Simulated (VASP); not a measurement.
# HfZrGe4 (F-43m) in VASP: a series of runs

Runs on HfZrGe4. Level: PBE. Tasks: relaxation of cell and atoms.

All numbers are computed with VASP 6.6.1; they aren't measurements. Logs are shortened: lines on timing, memory, paths and dates and some standing lists are left out, and cuts for length are marked.

## Step 1: The cell of the first run

Symmetry: F-43m, No. 216, cubic system. Conventional cell: a = 7.531 Å, b = 7.531 Å, c = 7.531 Å, α = 90.00°, β = 90.00°, γ = 90.00°. Zr (site symmetry -43m) has 12 Ge at 3.12 Å and 4 Hf at 3.26 Å within 4.1 Å. Hf (site symmetry -43m) has 12 Ge at 3.12 Å and 4 Zr at 3.26 Å within 4.1 Å. Ge (site symmetry 3m) has 6 Ge at 2.66 Å and 3 Zr at 3.12 Å and 3 Hf at 3.12 Å within 3.5 Å.

The cell was built from a structure type or drawn by symmetry, and may not be a known phase.

## Step 2: Relaxation of cell and atoms, PBE

Contents of INCAR:

```
SYSTEM = HfZrGe4
  PREC = Accurate
  ENCUT = 600
  EDIFF = 1E-6
  ISMEAR = 0
  SIGMA = 0.1
  LREAL = .FALSE.
  LASPH = .TRUE.
  NELM = 80
  ALGO = Normal
  ISIF = 3
  LWAVE = .FALSE.
  LCHARG = .FALSE.
  GGA = PE
  IBRION = 2
  NSW = 90
  EDIFFG = -0.04
```

Contents of KPOINTS:

```
Automatic mesh
0
G
  4 4 4
  0 0 0
```

Contents of POSCAR:

```
HfZrGe4
1.0
    0.0000000000      3.7653278900      3.7653278900
    3.7653278900      0.0000000000      3.7653278900
    3.7653278900      3.7653278900      0.0000000000
Zr Hf Ge
1 1 4
Direct
    0.2500000000      0.2500000000      0.2500000000
    0.0000000000      0.0000000000      0.0000000000
    0.6249476700      0.1251570000      0.6249476700
    0.6249476700      0.6249476700      0.6249476700
    0.1251570000      0.6249476700      0.6249476700
    0.6249476700      0.6249476700      0.1251570000
```

Potentials or basis: VASP PAW PBE potentials, release 64 (Zr_sv, Hf_pv, Ge_d).

Command:

```bash
> cat potpaw_PBE.64/Zr_sv/POTCAR potpaw_PBE.64/Hf_pv/POTCAR potpaw_PBE.64/Ge_d/POTCAR > POTCAR
> mpirun -np 1 vasp_std > vasp.out
```

OUTCAR:

```text
SYSTEM = HfZrGe4
   PREC = Accurate
   ENCUT = 600
   EDIFF = 1E-6
   ISMEAR = 0
   LREAL = .FALSE.
   LASPH = .TRUE.
   NELM = 80
   ISIF = 3
   GGA = PE
   IBRION = 2
   NSW = 90
   EDIFFG = -0.04

 ion  position               nearest neighbor table
   1  0.250  0.250  0.250-   3 3.12   5 3.12   5 3.12   6 3.12   3 3.12   6 3.12   4 3.12   4 3.12
                             4 3.12   3 3.12   5 3.12   6 3.12   2 3.26   2 3.26   2 3.26   2 3.26
   2  0.000  0.000  0.000-   3 3.12   5 3.12   6 3.12   4 3.12   4 3.12   4 3.12   3 3.12   5 3.12
                             5 3.12   6 3.12   3 3.12   6 3.12   1 3.26   1 3.26   1 3.26   1 3.26
   3  0.625  0.125  0.625-   4 2.66   5 2.66   6 2.66   5 2.66   6 2.66   4 2.66   1 3.12   1 3.12
                             1 3.12   2 3.12   2 3.12   2 3.12
   4  0.625  0.625  0.625-   3 2.66   5 2.66   6 2.66   5 2.66   3 2.66   6 2.66   1 3.12   1 3.12
                             1 3.12   2 3.12   2 3.12   2 3.12
   5  0.125  0.625  0.625-   3 2.66   4 2.66   6 2.66   3 2.66   6 2.66   4 2.66   1 3.12   1 3.12
                             1 3.12   2 3.12   2 3.12   2 3.12
   6  0.625  0.625  0.125-   3 2.66   4 2.66   5 2.66   3 2.66   5 2.66   4 2.66   1 3.12   1 3.12
                             1 3.12   2 3.12   2 3.12   2 3.12

  LATTYP: Found a face centered cubic cell.
 ALAT       =     7.5306557800

  Lattice vectors:

 A1 = (   0.0000000000,   3.7653278900,   3.7653278900)
 A2 = (   3.7653278900,   0.0000000000,   3.7653278900)
 A3 = (   3.7653278900,   3.7653278900,   0.0000000000)

Analysis of symmetry for initial positions (statically):
=====================================================================
 Subroutine PRICEL returns:
 Original cell was already a primitive cell.

 Routine SETGRP: Setting up the symmetry group for a
 face centered cubic supercell.

 Subroutine GETGRP returns: Found 24 space group operations
 (whereof 24 operations were pure point group operations)
 out of a pool of 48 trial point group operations.

The static configuration has the point symmetry T_d .

Analysis of symmetry for dynamics (positions and initial velocities):
=====================================================================
 Subroutine PRICEL returns:
 Original cell was already a primitive cell.

 Routine SETGRP: Setting up the symmetry group for a
 face centered cubic supercell.

 Subroutine GETGRP returns: Found 24 space group operations
 (whereof 24 operations were pure point group operations)
 out of a pool of 48 trial point group operations.

The dynamic configuration has the point symmetry T_d .

 Subroutine INISYM returns: Found 24 space group operations
 (whereof 24 operations are pure point group operations),
 and found     1 'primitive' translations

----------------------------------------------------------------------------------------

                                     Primitive cell

  volume of cell :     106.7673

  direct lattice vectors                    reciprocal lattice vectors
     0.000000000  3.765327890  3.765327890    -0.132790560  0.132790560  0.132790560
     3.765327890  0.000000000  3.765327890     0.132790560 -0.132790560  0.132790560
     3.765327890  3.765327890  0.000000000     0.132790560  0.132790560 -0.132790560

  length of vectors
     5.324977769  5.324977769  5.324977769     0.229999997  0.229999997  0.229999997

  position of ions in fractional coordinates (direct lattice)
     0.250000000  0.250000000  0.250000000
     0.000000000  0.000000000  0.000000000
     0.624947670  0.125157000  0.624947670
     0.624947670  0.624947670  0.624947670
     0.125157000  0.624947670  0.624947670
     0.624947670  0.624947670  0.125157000

  ion indices of the primitive-cell ions
   primitive index   ion index
                 1           1
                 2           2
                 3           3
                 4           4
                 5           5
                 6           6

----------------------------------------------------------------------------------------

 KPOINTS: Automatic mesh

Automatic generation of k-mesh.
 Grid dimensions read from file:
 generate k-points for:    4    4    4

 Generating k-lattice:

  Cartesian coordinates                     Fractional coordinates (reciprocal lattice)
    -0.033197640  0.033197640  0.033197640     0.250000000  0.000000000  0.000000000
     0.033197640 -0.033197640  0.033197640     0.000000000  0.250000000  0.000000000
     0.033197640  0.033197640 -0.033197640     0.000000000  0.000000000  0.250000000

  Length of vectors
     0.057499999  0.057499999  0.057499999

  Shift w.r.t. Gamma in fractional coordinates (k-lattice)
     0.000000000  0.000000000  0.000000000

 Subroutine IBZKPT returns following result:
 ===========================================

 Found      8 irreducible k-points:

 Following reciprocal coordinates:
            Coordinates               Weight
  0.000000  0.000000  0.000000      1.000000
  0.250000  0.000000  0.000000      8.000000
  0.500000  0.000000  0.000000      4.000000
  0.250000  0.250000  0.000000      6.000000
  0.500000  0.250000  0.000000     24.000000
 -0.250000  0.250000  0.000000     12.000000
  0.500000  0.500000  0.000000      3.000000
 -0.250000  0.500000  0.250000      6.000000
   k-points           NKPTS =      8   k-points in BZ     NKDIM =      8   number of bands    NBANDS=     46
   number of dos      NEDOS =    301   number of ions     NIONS =      6
   total plane-waves  NPLWV = 110592
   dimension x,y,z NGX =    48 NGY =   48 NGZ =   48
   dimension x,y,z NGXF=    96 NGYF=   96 NGZF=   96
   ions per type =               1   1   4
   NGX,Y,Z   is equivalent  to a cutoff of  14.99, 14.99, 14.99 a.u.
   NGXF,Y,Z  is equivalent  to a cutoff of  29.97, 29.97, 29.97 a.u.
 SYSTEM =  HfZrGe4
   PREC   = accura    normal or accurate (medium, high low for compatibility)
   ISTART =      0    job   : 0-new  1-cont  2-samecut
   ICHARG =      2    charge: 1-file 2-atom 10-const
   ISPIN  =      1    spin polarized calculation?
   LNONCOLLINEAR =      F non collinear calculations
   LSORBIT =      F    spin-orbit coupling
   LASPH  =      T    aspherical Exc in radial PAW
   ENCUT  =  600.0 eV  44.10 Ry    6.64 a.u.  10.64 10.64 10.64*2*pi/ulx,y,z
   NELM   =     80;   NELMIN=  2; NELMDL= -5     # of ELM steps
   EDIFF  = 0.1E-05   stopping-criterion for ELM
   LREAL  =      F    real-space projection
   EDIFFG = -.4E-01   stopping-criterion for IOM
   NSW    =     90    number of steps for IOM
   IBRION =      2    ionic relax: 0-MD 1-quasi-New 2-CG
   NFREE  =      1    steps in history (QN), initial steepest desc. (CG)
   ISIF   =      3    stress and relaxation
   ISYM   =      2    0-nonsym 1-usesym 2-fastsym
   POTIM  = 0.5000    time-step for ionic-motion
   TEBEG  =    0.0;   TEEND  =   0.0 temperature during run
   PSTRESS=    0.0 pullay stress
   NELECT =      78.0000    total number of electrons
   NUPDOWN=      -1.0000    fix difference up-down
   EMIN   =  10.00;   EMAX   =-10.00  energy-range for DOS
   EFERMI =   0.00;   METHOD = LEGACY
   ISMEAR =     0;   SIGMA  =   0.10  broadening in eV -4-tet -1-fermi 0-gaus
   EFERMI_NEDOS =   21; number of points for ismear=-14 and -15
   IALGO  =     38    algorithm
   IMIX   =      4    mixing-type and parameters
     AMIX     =   0.40;   BMIX     =  1.00
     AMIX_MAG =   1.60;   BMIX_MAG =  1.00
  volume/ion in A,a.u.               =      17.79       120.08
  Fermi-wavevector in a.u.,A,eV,Ry     =   1.474439  2.786286 29.578675  2.173971
  Thomas-Fermi vector in A             =   2.589210
   LORBIT       =      0    0 simple, 1 ext, 2 COOP (PROOUT), +10 PAW based schemes
   GGA     = PE    functional components
   LHFCALC =     F    Hartree Fock is set to
   AEXX    =    0.0000 exact exchange contribution
   IVDW    =     0    specifies the selected vdW correction
   LEPSILON=     F    determine dielectric tensor
   LRPA    =     F    only Hartree local field effects (RPA)
 conjugate gradient relaxation of ions
 non-spin polarized calculation
 Gauss-broadening in eV      SIGMA  =   0.10
  energy-cutoff  :      600.00
  volume of cell :      106.77
 maximum number of plane-waves:      3590
 NGX is ok and might be reduce to    48
   NGX = 21   NGY = 21   NGZ = 21

--------------------------------------- Ionic step        1  -------------------------------------------

 number of electron      77.9999989 magnetization

 Free energy of the ion-electron system (eV)
  ---------------------------------------------------
  ext. energy  EPLUGINS =         0.00000000
  ---------------------------------------------------
  free energy    TOTEN  =       -35.93405231 eV

  energy without entropy =      -35.89541519  energy(sigma->0) =      -35.91473375

------------------------ aborting loop because EDIFF is reached ----------------------------------------

  FORCE on cell =-STRESS in cart. coord.  units (eV):
  Direction    XX          YY          ZZ          XY          YZ          ZX
  --------------------------------------------------------------------------------------
  -------------------------------------------------------------------------------------
  Total        3.3754268      3.3754268      3.3754268      0.0000000      0.0000000     -0.0000000
  in kB       50.6524990     50.6524990     50.6524990      0.0000000      0.0000000     -0.0000000
  external PRESSURE =      50.6524990 kB  Pullay stress =       0.0000000 kB
[... 145 lines left out ...]
  energy  without entropy=      -35.9927591738  energy(sigma->0) =      -36.01158980

--------------------------------------- Ionic step        5  -------------------------------------------

 number of electron      78.0000002 magnetization

 Free energy of the ion-electron system (eV)
  ---------------------------------------------------
  ext. energy  EPLUGINS =         0.00000000
  ---------------------------------------------------
  free energy    TOTEN  =       -36.03092938 eV

  energy without entropy =      -35.99326560  energy(sigma->0) =      -36.01209749

 E-fermi :   7.9112     XC(G=0): -11.5860

 val. band max:        7.9109650743   @ k =   0.5000   0.2500   0.0000
 cond. band min:       7.9346300594   @ k =  -0.2500   0.2500   0.0000
 fundamental gap:      0.0236649851
 Fermi energy:         7.9111831792

 k-point     1 :       0.0000    0.0000    0.0000
  band No.  band energies     occupation
      1     -41.5249      2.00000
      2     -23.5699      2.00000
      3     -23.5699      2.00000
      4     -23.5699      2.00000
      5     -19.5540      2.00000
      6     -19.5540      2.00000
[... 414 lines left out ...]
  FREE ENERGIE OF THE ION-ELECTRON SYSTEM (eV)
  ---------------------------------------------------
  free  energy   TOTEN  =       -36.0309293769 eV

  energy  without entropy=      -35.9932655964  energy(sigma->0) =      -36.01209749

 reached required accuracy - stopping structural energy minimisation
```

It took 9.8 min on 1 thread of Intel Xeon 8259CL, shared host; peak memory 0.35 GiB.

Results:

```
Free energy                           : -36.0309 eV
Relaxed volume                        : 18.85 Å³/atom
Relaxed cell                          : a = 5.428 Å, b = 5.428 Å, c = 5.428 Å, α = 60.00°, β = 60.00°, γ = 60.00°
Space group after relaxing (to 0.1 Å) : F-43m (No. 216)
Energy gained by relaxing             : 16.1 meV/atom
Ionic steps                           : 5
Pressure after relaxing               : 0.0 GPa
Largest force after relaxing          : 0.018 eV/Å
Band gap on the k mesh                : zero (bands 39 and 40 overlap by 1.02 eV)
```

Forces on the atoms (eV/Å):
```
Zr   0.000  0.000  0.000
Hf   0.000  0.000  0.000
Ge  -0.010  0.010 -0.010
Ge   0.010  0.010  0.010
Ge   0.010 -0.010 -0.010
Ge  -0.010 -0.010  0.010
```

Step by step:
```tsv
step	energy change (eV)	largest force (eV/Å)	pressure (GPa)	volume (Å³)
1	0.0000	0.0805	5.07	106.77
2	-0.0794	0.0560	-2.05	115.70
3	-0.0964	0.0657	-0.01	112.98
4	-0.0964	0.0654	-0.06	113.11
5	-0.0969	0.0176	-0.02	113.10
```

Final structure:
```xyz
6
Lattice="0.0000 3.8384 3.8384 3.8384 0.0000 3.8384 3.8384 3.8384 0.0000" Properties=species:S:1:pos:R:3 pbc="T T T"
Zr    1.9192    1.9192    1.9192
Hf    7.6768    3.8384    3.8384
Ge    2.8758    4.8010    2.8758
Ge    4.8010    4.8010    4.8010
Ge    4.8010    2.8758    2.8758
Ge    2.8758    2.8758    4.8010
```

Caveat: the k points lie up to 0.35 Å⁻¹ apart in the final cell, too coarse for converged energies and pressures of a metal; spin-orbit coupling is left out, which moves the levels of the heavy elements.

## Step 3: Relaxation of cell and atoms, PBE

This run uses another cell than the first one, of 18.85 Å³/atom.

Contents of INCAR:

```
PREC = Accurate
ENCUT = 600
EDIFF = 1E-7
ISMEAR = 0
SIGMA = 0.1
LREAL = F
LASPH = T
NELM = 80
ALGO = Normal
ISIF = 3
LWAVE = F
LCHARG = F
GGA = PE
IBRION = 2
NSW = 100
EDIFFG = -0.01
```

Contents of KPOINTS:

```
Automatic mesh
0
Gamma
  8 8 8
```

Contents of POSCAR:

```
HfZrGe4
1.0
    0.0000000000      3.8382590465      3.8382590465
    3.8382590465      0.0000000000      3.8382590465
    3.8382590465      3.8382590465      0.0000000000
Zr Hf Ge
1 1 4
Direct
    0.7500000000      0.7500000000      0.7500000000
    0.0000000000      0.0000000000      0.0000000000
    0.8759669427      0.3746776858      0.3746776858
    0.3746776858      0.8759669427      0.3746776858
    0.3746776858      0.3746776858      0.8759669427
    0.3746776858      0.3746776858      0.3746776858
```

Potentials or basis: VASP PAW PBE potentials, release 64 (Zr_sv, Hf_pv, Ge_d).

Command:

```bash
> cat potpaw_PBE.64/Zr_sv/POTCAR potpaw_PBE.64/Hf_pv/POTCAR potpaw_PBE.64/Ge_d/POTCAR > POTCAR
> mpirun -np 1 vasp_std > vasp.out
```

OUTCAR:

```text
PREC = Accurate
   ENCUT = 600
   EDIFF = 1E-7
   ISMEAR = 0
   LREAL = F
   LASPH = T
   NELM = 80
   ISIF = 3
   GGA = PE
   IBRION = 2
   NSW = 100
   EDIFFG = -0.01

 ion  position               nearest neighbor table
   1  0.750  0.750  0.750-   3 3.18   4 3.18   5 3.18   6 3.18   6 3.18   6 3.18   3 3.18   4 3.18
                             5 3.18   5 3.18   3 3.18   4 3.18   2 3.32   2 3.32   2 3.32   2 3.32
   2  0.000  0.000  0.000-   3 3.18   4 3.18   3 3.18   5 3.18   4 3.18   5 3.18   6 3.18   6 3.18
                             6 3.18   3 3.18   4 3.18   5 3.18   1 3.32   1 3.32   1 3.32   1 3.32
   3  0.876  0.375  0.375-   4 2.71   5 2.71   6 2.71   4 2.72   5 2.72   6 2.72   2 3.18   2 3.18
                             2 3.18   1 3.18   1 3.18   1 3.18
   4  0.375  0.876  0.375-   3 2.71   5 2.71   6 2.71   3 2.72   5 2.72   6 2.72   2 3.18   2 3.18
                             2 3.18   1 3.18   1 3.18   1 3.18
   5  0.375  0.375  0.876-   3 2.71   4 2.71   6 2.71   4 2.72   3 2.72   6 2.72   2 3.18   2 3.18
[... 367 lines left out ...]
 E-fermi :   7.9934     XC(G=0): -11.5952

 val. band max:        7.9677048622   @ k =  -0.3750   0.3750   0.1250
 cond. band min:       7.9980654825   @ k =   0.3750   0.2500   0.0000
 fundamental gap:      0.0303606203
 Fermi energy:         7.9933542955

 k-point     1 :       0.0000    0.0000    0.0000
  band No.  band energies     occupation
      1     -41.3791      2.00000
      2     -23.4699      2.00000
      3     -23.4699      2.00000
      4     -23.4699      2.00000
      5     -19.4152      2.00000
      6     -19.4152      2.00000
[... 1165 lines left out ...]
     45      10.3210      0.00000
     46      10.4668      0.00000

 [... further k-points ...]

------------------------ aborting loop because EDIFF is reached ----------------------------------------

  FORCE on cell =-STRESS in cart. coord.  units (eV):
  Direction    XX          YY          ZZ          XY          YZ          ZX
  --------------------------------------------------------------------------------------
  -------------------------------------------------------------------------------------
  Total       -0.0563904     -0.0563904     -0.0563904      0.0000000      0.0000000      0.0000000
  in kB       -0.8002163     -0.8002163     -0.8002163      0.0000000      0.0000000      0.0000000
  external PRESSURE =      -0.8002163 kB  Pullay stress =       0.0000000 kB
[... 21 lines left out ...]
  FREE ENERGIE OF THE ION-ELECTRON SYSTEM (eV)
  ---------------------------------------------------
  free  energy   TOTEN  =       -36.1432925001 eV

  energy  without entropy=      -36.1121953168  energy(sigma->0) =      -36.12774391

 reached required accuracy - stopping structural energy minimisation
```

OSZICAR:

```text
N       E                     dE             d eps       ncg     rms          rms(c)
DAV:   1     0.101536746385E+04    0.10154E+04   -0.39543E+04  3372   0.469E+03
[... 45 lines left out ...]
DAV:   1    -0.361441718786E+02   -0.87521E-03   -0.20388E-02  3244   0.157E+00    0.218E-01
DAV:   2    -0.361435327788E+02    0.63910E-03   -0.19722E-03  3458   0.448E-01    0.934E-02
DAV:   3    -0.361433326199E+02    0.20016E-03   -0.43034E-04  3954   0.183E-01    0.345E-02
DAV:   4    -0.361433043162E+02    0.28304E-04   -0.75521E-05  4698   0.427E-02    0.258E-02
DAV:   5    -0.361432988019E+02    0.55143E-05   -0.65456E-06  3376   0.182E-02    0.172E-02
DAV:   6    -0.361432935599E+02    0.52420E-05   -0.28509E-06  3784   0.157E-02    0.536E-03
DAV:   7    -0.361432924949E+02    0.10650E-05   -0.44784E-07  2784   0.469E-03    0.131E-03
DAV:   8    -0.361432925001E+02   -0.52460E-08   -0.48179E-08  1580   0.246E-03
   5 F= -.36143293E+02 E0= -.36127744E+02  d E =0.417152E-05
```

Wall time 27 min (1 thread of Intel Xeon 8259CL, shared host); peak memory 0.45 GiB.

What came out:

| Property | Result |
| --- | --- |
| Free energy | -36.1433 eV |
| Relaxed volume | 18.82 Å³/atom |
| Relaxed cell | a = 5.425 Å, b = 5.425 Å, c = 5.425 Å, α = 60.00°, β = 60.00°, γ = 60.00° |
| Space group after relaxing (to 0.1 Å) | F-43m (No. 216) |
| Energy gained by relaxing | 0.0 meV/atom |
| Ionic steps | 5 |
| Pressure after relaxing | -0.1 GPa |
| Band gap on the k mesh | zero (bands 39 and 40 overlap by 1.10 eV) |

Forces on the atoms (eV/Å):
```
Zr   0.000  0.000  0.000
Hf   0.000  0.000  0.000
Ge   0.002 -0.002 -0.002
Ge  -0.002  0.002 -0.002
Ge  -0.002 -0.002  0.002
Ge   0.002  0.002  0.002
```

The path:
```csv
step,energy change (eV),largest force (eV/Å),pressure (GPa),volume (Å³)
1,0.0000,0.0238,-0.21,113.09
2,-0.0002,0.0067,0.09,112.70
3,-0.0002,0.0106,0.01,112.79
4,-0.0002,0.0101,0.07,112.78
5,-0.0002,0.0027,-0.08,112.90
```

Final structure:
```cif
data_structure
_symmetry_space_group_name_H-M 'P 1'
_symmetry_Int_Tables_number 1
_cell_length_a 5.4251
_cell_length_b 5.4251
_cell_length_c 5.4251
_cell_angle_alpha 60.000
_cell_angle_beta 60.000
_cell_angle_gamma 60.000
_cell_volume 112.90
loop_
_atom_site_label
_atom_site_type_symbol
_atom_site_fract_x
_atom_site_fract_y
_atom_site_fract_z
_atom_site_occupancy
Zr1 Zr 0.75000 0.75000 0.75000 1
Hf1 Hf 0.00000 0.00000 0.00000 1
Ge1 Ge 0.87566 0.37478 0.37478 1
Ge2 Ge 0.37478 0.87566 0.37478 1
Ge3 Ge 0.37478 0.37478 0.87566 1
Ge4 Ge 0.37478 0.37478 0.37478 1
```

Caveat: spin-orbit coupling is left out, which moves the levels of the heavy elements.
